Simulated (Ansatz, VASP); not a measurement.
Os in VASP and in Ansatz

File POSCAR:

```
Os
1.0
    2.7522071502      0.0000000000      0.0000000000
   -1.3761035751      2.3834813086      0.0000000000
    0.0000000000      0.0000000000      4.3483081185
Os
2
Direct
    0.6666666667      0.3333333333      0.7500000000
    0.3333333333      0.6666666667      0.2500000000
```

INCAR.step1

```
ALGO = Normal
EDIFF = 1E-5
ENCUT = 520
GGA = PE
ISIF = 2
ISMEAR = -1
LASPH = True
LCHARG = False
LREAL = False
LWAVE = True
NBANDS = 15
NELM = 100
PREC = Accurate
SIGMA = 0.05
```

Contents of INCAR.step2:

```
AEXX = 0.25
ALGO = Normal
EDIFF = 1E-6
ENCUT = 520
GGA = PE
HFSCREEN = 0.3
ISIF = 2
ISMEAR = -1
ISTART = 1
LASPH = True
LCHARG = False
LHFCALC = True
LREAL = False
LWAVE = False
NBANDS = 15
NELM = 100
PREC = Accurate
PRECFOCK = Normal
SIGMA = 0.05
```

File KPOINTS:

```
k-points
0
Gamma
  6 6 3
```

The input input.yaml:

```yaml
crystal:
  lattice:
    - [2.7522071502, 0.0, 0.0]
    - [-1.3761035751, 2.3834813086, 0.0]
    - [0.0, 0.0, 4.3483081185]
  atoms:
    - { symbol: Os, position: [0.6666666667, 0.3333333333, 0.75] }
    - { symbol: Os, position: [0.3333333333, 0.6666666667, 0.25] }
hamiltonian:
  xc: { exchange: pbe, correlation: pbe, exx: { coeff: 0.25, omega: 0.3 } }
  pseudopotentials: { kind: paw }
kpoints:
  mp_grid: { grid: [6, 6, 3] }
scf:
  occupations: { method: fermi_dirac, width: 0.05 }
output:
  forces: true
  stress: true
  eigenvalues: true
  write_density: true
  write_potential: true
  elf: true
  volumetric_format: npy
```

Alike in both runs: task single point; functional PBE-based screened hybrid with a share of 0.25 of exact exchange and HFSCREEN = 0.3; k mesh 6 × 6 × 3; occupations fermi-dirac, width 0.05 eV; no spin polarisation.

|  | VASP | Ansatz |
| --- | --- | --- |
| version | VASP 6.6.1 | Ansatz 0.2.0 |
| potentials or method | VASP PAW PBE potentials, release 64 (Os) | Ansatz PAW |
| plane-wave cutoff (eV) | 520 | 420 |
| valence electrons in the cell | 16 | 32 |

Ansatz gave:

```
gap on the k mesh at the Fermi level (eV)                     : none
pressure (GPa)                                                : -11.9
traceless stress, the component that is largest in VASP (GPa) : -3.36
```

Q: Estimate VASP's values.

A: gap on the k mesh at the Fermi level (eV): none; pressure (GPa): -10.7; traceless stress, the component that is largest in VASP (GPa): -3.09.

VASP's potentials were made for PBE, not for PBE-based screened hybrid. A gap of «none» marks a metal or a gap that the smearing closes. VASP's potentials hold 16 valence electrons a cell and Ansatz's 32, so a difference there can come from the potentials and not from the codes.

The k mesh is coarse, so the values compare programs but aren't converged. Spin-orbit coupling is off throughout.
